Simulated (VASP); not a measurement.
Input of a VASP 6.6.1 run:

The input INCAR:

```
  ALGO = Normal
  EDIFF = 1E-6
  ENCUT = 520
  GGA = PS
  ISIF = 2
  ISMEAR = 0
  LASPH = True
  LCHARG = False
  LREAL = Auto
  LWAVE = False
  NBANDS = 88
  NELM = 80
  PREC = Accurate
  SIGMA = 0.05
```

The input KPOINTS:

```
k-points
0
Gamma
  4 4 1
```

The input POSCAR:

```
SiW8C8
1.0
    5.7948000000      0.0000000000      0.0000000000
   -2.8974000000      5.0184440000      0.0000000000
    0.0000000000      0.0000000000     17.2442500000
W C Si
8 8 1
Direct
    0.0000000000      0.0000000000      0.0579902866
    0.0002981427     -0.0002223797      0.2200125839
    0.0000000000      0.5000000000      0.0579902866
    0.0002972470      0.4998144843      0.2200106702
    0.5000000000      0.0000000000      0.0579902866
    0.5003106892     -0.0001986672      0.2260577294
    0.5000000000      0.5000000000      0.0579902866
    0.5003343955      0.4998138865      0.2200128739
    0.3345186000      0.1655178378      0.1345581861
    0.3315711676      0.1685440746      0.2952472273
    0.3345250366      0.6687967426      0.1345636372
    0.3315854574      0.6623363736      0.2952492570
    0.8312360051      0.1655088709      0.1345645070
    0.8377731673      0.1685269378      0.2952496629
    0.8334335127      0.6666040311      0.1327323601
    0.8336503334      0.6664647448      0.2836137843
    0.1669638258      1.3331435003      0.3469791960
```

Potentials or basis: VASP PAW PBE potentials, release 64 (W_sv, C, Si).

The run is started by

```console
$ cat potpaw_PBE.64/W_sv/POTCAR potpaw_PBE.64/C/POTCAR potpaw_PBE.64/Si/POTCAR > POTCAR
$ mpirun -np 1 vasp_std > vasp.out
```

Task: Predict the band gap on the k mesh.

Result: Zero (bands 74 and 75 overlap by 0.90 eV).

Task: Predict the largest force.

Result: 0.551 eV/Å.

Forces on the atoms (eV/Å):
```
W    0.007  0.104 -0.272
W   -0.014  0.028 -0.014
W    0.102 -0.058 -0.272
W    0.008 -0.007 -0.013
W    0.009 -0.004  0.551
W   -0.011  0.005  0.000
W   -0.085 -0.056 -0.272
W   -0.032 -0.005 -0.014
C    0.015 -0.008  0.000
C    0.024 -0.015  0.050
C    0.003  0.013  0.001
C    0.001  0.028  0.048
C   -0.009 -0.009  0.001
C   -0.023 -0.014  0.048
C    0.003 -0.001  0.004
C   -0.001  0.001  0.105
Si   0.002  0.000  0.047
```

Caveat: the PAW data sets were made with another functional, which shifts forces and pressure a little; spin-orbit coupling is left out, which moves the levels of the heavy elements.
